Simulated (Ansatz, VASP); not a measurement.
**Co: VASP beside Ansatz**

The input POSCAR:

```
Co
1.0
    0.0000000000      1.7336112824      1.7336112824
    1.7336112824      0.0000000000      1.7336112824
    1.7336112824      1.7336112824      0.0000000000
Co
1
Direct
    0.0000000000      0.0000000000      0.0000000000
```

The input INCAR.step1:

```
SYSTEM = Co
PREC     = Accurate       ! precision mode
ENCUT    = 520            ! plane-wave cutoff, eV
ISMEAR   = -1             ! smearing method
SIGMA    = 0.05           ! smearing width, eV
LREAL    = .False.        ! projectors in reciprocal space
LASPH    = .True.         ! aspherical terms in the spheres
NELM     = 150            ! most SCF steps
ISPIN    = 2              ! spin polarisation
MAGMOM   = 1.954          ! initial moments
LMAXMIX  = 4              ! l up to which the mixer works
NBANDS   = 14             ! bands
GGA      = PE             ! functional
ALGO     = Normal         ! electronic algorithm
EDIFF    = 1E-4           ! SCF threshold, eV
LWAVE    = .True.         ! write WAVECAR
LCHARG   = .False.        ! write CHGCAR
```

The input INCAR.step2:

```
SYSTEM = Co
PREC     = Accurate       ! precision mode
ENCUT    = 520            ! plane-wave cutoff, eV
EDIFF    = 1E-6           ! SCF threshold, eV
ISMEAR   = -1             ! smearing method
SIGMA    = 0.05           ! smearing width, eV
LREAL    = .False.        ! projectors in reciprocal space
LASPH    = .True.         ! aspherical terms in the spheres
NELM     = 150            ! most SCF steps
ALGO     = Normal         ! electronic algorithm
ISIF     = 2              ! what is computed and relaxed
LWAVE    = .False.        ! write WAVECAR
LCHARG   = .True.         ! write CHGCAR
ISPIN    = 2              ! spin polarisation
MAGMOM   = 1.954          ! initial moments
LORBIT   = 11             ! projections on sites
LMAXMIX  = 4              ! l up to which the mixer works
METAGGA  = R2SCAN         ! meta-GGA
LMIXTAU  = .True.       
LELF     = .True.         ! ELF
LVHAR    = .True.       
NBANDS   = 14             ! bands
ISTART   = 1
```

KPOINTS

```
Automatic mesh
0
Gamma
  17 17 17
  0 0 0
```

Input for Ansatz:

```yaml
crystal:
  lattice:
    - [0.0, 1.7336112824, 1.7336112824]
    - [1.7336112824, 0.0, 1.7336112824]
    - [1.7336112824, 1.7336112824, 0.0]
  atoms:
    - { symbol: Co, position: [0.0, 0.0, 0.0], spin: 1.954 }
hamiltonian:
  xc: r2scan
  pseudopotentials:
    kind: paw
    azcp:
      Co: "pseudopotentials/Co.paw.azcp"
basis:
  ecutwfc: 500
  fft_grid_basis: typed
kpoints:
  mp_grid: { grid: [17, 17, 17], shift: [0, 0, 0] }
magnetization:
  spin_polarized: true
scf:
  occupations: { method: fermi_dirac, width: 0.05 }
  lower_state_search: "off"
output:
  stress: true
```

Alike in both runs: task single point; functional r2SCAN; k mesh 17 × 17 × 17; occupations fermi-dirac, width 0.05 eV; collinear spin.

|  | VASP | Ansatz |
| --- | --- | --- |
| version | VASP 6.6.1 | Ansatz 0.2.0 |
| potentials or method | VASP PAW PBE potentials, release 64 (Co), cutoff 520 eV | plane waves (500 eV) with PAW, scalar-relativistic |
| valence electrons in the cell | 9 | 17 |

```csv
,VASP,Ansatz,Ansatz less VASP
pressure (GPa),9.3,9.5,+0.18
net moment per atom (μB),1.82,1.83,+0.014
size of the moment on the site where the two differ most (μB),1.86,1.94,+0.071
```

VASP's potentials were made for PBE, not for r2SCAN. Site moments also hang on the region over which each program counts them. VASP's potentials hold 9 valence electrons a cell and Ansatz's 17, so a difference there can come from the potentials and not from the codes. Ansatz's warnings: stability check not made.
